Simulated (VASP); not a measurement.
Wanted: the native input for a VASP 6.6.1 run.

- Task: single point
- Functional: HSE06
- Potentials or basis: VASP PAW PBE potentials, release 64 (Ba_sv, Te)
- Cutoff: 520 eV
- k mesh: 4 × 4 × 4
- Occupations: gaussian, width 0.01 eV
- Spin: no spin polarisation
- Dipole correction: no
- Grid for exact exchange (PRECFOCK): Normal
- Further INCAR settings: ALGO = Normal; EDIFF = 1e-07; NBANDS = 15
- Share of exact exchange: 0.25
- Screening parameter: 0.2079 1/Å

Crystal: BaTe.

```
Ba Te
1.0
     0.00000    3.74327    3.47773
     3.74327    0.00000    3.47773
     3.74327    3.74327    0.00000
Ba Te
1 1
Direct
  0.00000 0.00000 0.00000
  0.50000 0.50000 0.50000
```

This cell differs from its parent crystal: epitaxial xy strain +6.0%.

The input as run:

POSCAR

```
BaTe
1.0
    0.0000000000      3.7432703285      3.4777293762
    3.7432703285      0.0000000000      3.4777293762
    3.7432703285      3.7432703285      0.0000000000
Ba Te
1 1
Direct
    0.0000000000      0.0000000000      0.0000000000
    0.5000000000      0.5000000000      0.5000000000
```

INCAR.step1

```
SYSTEM = BaTe
ALGO = Normal
EDIFF = 1E-5
ENCUT = 520
GGA = PE
ISIF = 2
ISMEAR = 0
LASPH = .TRUE.
LREAL = .FALSE.
LWAVE = .TRUE.
NBANDS = 15
NELM = 100
PREC = Accurate
SIGMA = 0.01
```

INCAR.step2

```
SYSTEM = BaTe
ALGO = Normal
EDIFF = 1E-7
ENCUT = 520
GGA = PE
HFSCREEN = 0.2079
ISIF = 2
ISMEAR = 0
ISTART = 1
LASPH = .TRUE.
LCHARG = .TRUE.
LELF = .TRUE.
LHFCALC = .TRUE.
LREAL = .FALSE.
LVHAR = .TRUE.
LWAVE = .FALSE.
NBANDS = 15
NELM = 100
PREC = Accurate
PRECFOCK = Normal
SIGMA = 0.01
```

KPOINTS

```
k-points
0
G
  4 4 4
  0 0 0
```

Potentials or basis: VASP PAW PBE potentials, release 64 (Ba_sv, Te).

Command:

```bash
$ cat potpaw_PBE.64/Ba_sv/POTCAR potpaw_PBE.64/Te/POTCAR > POTCAR
$ cp INCAR.step1 INCAR
$ mpirun -np 1 vasp_std > vasp.out
$ cp INCAR.step2 INCAR
$ mpirun -np 1 vasp_std > vasp.out
```

Results of the run:

| Quantity | Value |
| --- | --- |
| Pressure | -2.1 GPa |
| Band gap on the k mesh | 2.40 eV (least direct gap 2.82 eV) |

Caveat: the cell differs from its parent crystal (epitaxial xy strain +6.0%); the PAW data sets were made with another functional, which shifts forces and pressure a little; spin-orbit coupling is left out, which moves the levels of the heavy elements.

Wall time 40 min on 1 thread of Intel Xeon 8259CL, on a shared host, peak memory 0.37 GiB.
